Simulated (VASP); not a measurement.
Input of a VASP 6.6.1 run:

File INCAR:

```
SYSTEM = MgS
  PREC = Accurate
  ENCUT = 600
  EDIFF = 1E-7
  ISMEAR = 0
  SIGMA = 0.1
  LREAL = .FALSE.
  LASPH = .TRUE.
  NELM = 60
  ALGO = Normal
  ISIF = 3
  LWAVE = .FALSE.
  LCHARG = .FALSE.
  GGA = PE
  IBRION = 2
  NSW = 90
  EDIFFG = -0.04
```

File KPOINTS:

```
Automatic mesh
0
G
  6 6 2
  0 0 0
```

File POSCAR:

```
MgS
1.0
    3.8719964500      0.0000000000      0.0000000000
   -1.9359982300      3.3532472900      0.0000000000
    0.0000000000      0.0000000000     12.6458250900
Mg S
4 4
Direct
    0.0000000000      0.0000000000      0.0937500000
    0.0000000000      0.0000000000      0.5937500000
    0.3333333300      0.6666666700      0.3437500000
    0.6666666700      0.3333333300      0.8437500000
    0.0000000000      0.0000000000      0.4062500000
    0.0000000000      0.0000000000      0.9062500000
    0.3333333300      0.6666666700      0.1562500000
    0.6666666700      0.3333333300      0.6562500000
```

Potentials or basis: VASP PAW PBE potentials, release 64 (Mg, S).

Command:

```sh
$ cat potpaw_PBE.64/Mg/POTCAR potpaw_PBE.64/S/POTCAR > POTCAR
$ mpirun -np 1 vasp_std > vasp.out
```

Problem. Predict the space group after relaxing (to 0.1 Å).

Solution. P6_3mc (No. 186).

Problem. Estimate the relaxed cell.

Solution. a = 4.028 Å, b = 4.028 Å, c = 13.098 Å, α = 90.00°, β = 90.00°, γ = 120.00°.

Forces in eV/Å, atoms in the order of the input:
```
Mg   0.000  0.000  0.027
Mg   0.000  0.000  0.027
Mg   0.000  0.000  0.014
Mg   0.000  0.000  0.014
S    0.000  0.000 -0.016
S    0.000  0.000 -0.016
S    0.000  0.000 -0.025
S    0.000  0.000 -0.025
```
